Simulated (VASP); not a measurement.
Input of a VASP 6.6.1 run:

POSCAR

```
Na
1.0
   -2.1150003074      2.1150003074      2.1150003074
    2.1150003074     -2.1150003074      2.1150003074
    2.1150003074      2.1150003074     -2.1150003074
Na
1
Direct
    0.0000000000      0.0000000000      0.0000000000
```

The input INCAR.step1:

```
SYSTEM = Na
PREC     = Accurate       ! precision mode
ENCUT    = 520            ! plane-wave cutoff, eV
ISMEAR   = 0              ! smearing method
SIGMA    = 0.05           ! smearing width, eV
LREAL    = .FALSE.        ! projectors in reciprocal space
LASPH    = .TRUE.         ! aspherical terms in the spheres
NELM     = 100            ! most SCF steps
NBANDS   = 10             ! bands
GGA      = PE             ! functional
ALGO     = Normal         ! electronic algorithm
EDIFF    = 1E-4           ! SCF threshold, eV
LWAVE    = .TRUE.         ! write WAVECAR
LCHARG   = .FALSE.        ! write CHGCAR
```

File INCAR.step2:

```
SYSTEM = Na
PREC     = Accurate       ! precision mode
ENCUT    = 520            ! plane-wave cutoff, eV
EDIFF    = 1E-7           ! SCF threshold, eV
ISMEAR   = 0              ! smearing method
SIGMA    = 0.05           ! smearing width, eV
LREAL    = .FALSE.        ! projectors in reciprocal space
LASPH    = .TRUE.         ! aspherical terms in the spheres
NELM     = 100            ! most SCF steps
ALGO     = Normal         ! electronic algorithm
ISIF     = 2              ! what is computed and relaxed
LWAVE    = .FALSE.        ! write WAVECAR
LCHARG   = .TRUE.         ! write CHGCAR
METAGGA  = R2SCAN         ! meta-GGA
LMIXTAU  = .TRUE.       
LELF     = .TRUE.         ! ELF
LVHAR    = .TRUE.       
NBANDS   = 10             ! bands
ISTART   = 1
```

The input KPOINTS:

```
regular mesh
0
G
  12 12 12
  0 0 0
```

Potentials or basis: VASP PAW PBE potentials, release 64 (Na_pv).

Command:

```bash
$ cat potpaw_PBE.64/Na_pv/POTCAR > POTCAR
$ cp INCAR.step1 INCAR
$ mpirun -np 1 vasp_std > vasp.out
$ cp INCAR.step2 INCAR
$ mpirun -np 1 vasp_std > vasp.out
```

(1) Predict the pressure.

Results:

(1) 0.1 GPa.

Caveat: the PAW data sets were made with another functional, which shifts forces and pressure a little.
